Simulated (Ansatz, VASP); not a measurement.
SrTiO3 in VASP and in Ansatz

Contents of INCAR:

```
PREC = Accurate
ENCUT = 520
EDIFF = 1E-6
ISMEAR = 0
SIGMA = 0.05
LREAL = False
LASPH = True
NELM = 60
ALGO = Normal
ISIF = 2
LWAVE = False
LCHARG = False
GGA = PE
NBANDS = 28
```

KPOINTS

```
regular mesh
0
Gamma
  6 6 6
```

The input POSCAR:

```
SrTiO3
1.0
    3.9052800000      0.0000000000      0.0000000000
    0.0000000000      3.9052800000      0.0000000000
    0.0000000000      0.0000000000      3.9052800000
Sr Ti O
1 1 3
Direct
    0.5000000000      0.5000000000      0.5000000000
    0.0000000000      0.0000000000      0.0000000000
    0.5000000000      0.0000000000      0.0000000000
    0.0000000000      0.5000000000      0.0000000000
    0.0000000000      0.0000000000      0.5000000000
```

Input for Ansatz:

```yaml
crystal:
  lattice:
    - [3.90528, 0.0, 0.0]
    - [0.0, 3.90528, 0.0]
    - [0.0, 0.0, 3.90528]
  atoms:
    - { symbol: Sr, position: [0.5, 0.5, 0.5] }
    - { symbol: Ti, position: [0.0, 0.0, 0.0] }
    - { symbol: O, position: [0.5, 0.0, 0.0] }
    - { symbol: O, position: [0.0, 0.5, 0.0] }
    - { symbol: O, position: [0.0, 0.0, 0.5] }
basis:
  ecutwfc: 420
  ecutrho_ratio: 4
kpoints:
  mp_grid: { grid: [6, 6, 6] }
hamiltonian:
  xc: pbe
scf:
  occupations: { method: gaussian, width: 0.05 }
output:
  forces: true
  stress: true
  eigenvalues: true
```

Alike in both runs: task single point; functional PBE; k mesh 6 × 6 × 6; occupations gaussian, width 0.05 eV; no spin polarisation.

|  | VASP | Ansatz |
| --- | --- | --- |
| version | VASP 6.6.1 | Ansatz 0.2.0 |
| potentials or method | VASP PAW PBE potentials, release 64 (Sr_sv, Ti_sv, O), cutoff 520 eV | scalar-relativistic, plane waves, PAW |
| valence electrons in the cell | 40 | 40 |

Ansatz gave:

| Item | Value |
| --- | --- |
| gap on the k mesh at the Fermi level (eV) | 1.89 |
| least direct gap on the mesh (eV) | 2.23 |
| pressure (GPa) | 4.3 |

Question: Which values does VASP return?

Answer: gap on the k mesh at the Fermi level (eV): 1.85; least direct gap on the mesh (eV): 2.21; pressure (GPa): 4.9.
